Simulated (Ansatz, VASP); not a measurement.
**Two plane-wave programs on AlN**

```xyz
2
Lattice="0.0000 2.3619 2.3619 2.3619 0.0000 2.3619 2.3619 2.3619 0.0000" Properties=species:S:1:pos:R:3 pbc="T T T"
Al    0.0000    0.0000    0.0000
N     1.1809    1.1809    1.1809
```

Alike in both runs: task relaxation of cell and atoms; functional PBE; k mesh 8 × 8 × 8; occupations gaussian, width 0.1 eV; no spin polarisation.

```csv
,VASP,Ansatz
version,VASP 6.6.1,Ansatz 0.2.0
potentials or method,"VASP PAW PBE potentials, release 64 (Al, N), cutoff 600 eV","scalar-relativistic, plane waves, PAW"
valence electrons in the cell,8,8
```

```csv
,VASP,Ansatz,Ansatz less VASP
"gap on the k mesh at the Fermi level, each at its own relaxed structure (eV)",3.31,3.31,+0.005
relaxed volume (Å³/atom),10.67,10.69,+0.022
relaxed cell length with the largest relative difference (Å),3.114,3.116,+0.0021
```

Noted on VASP's run: the volume moved by over 15 % at a fixed basis, so the end points are rough.
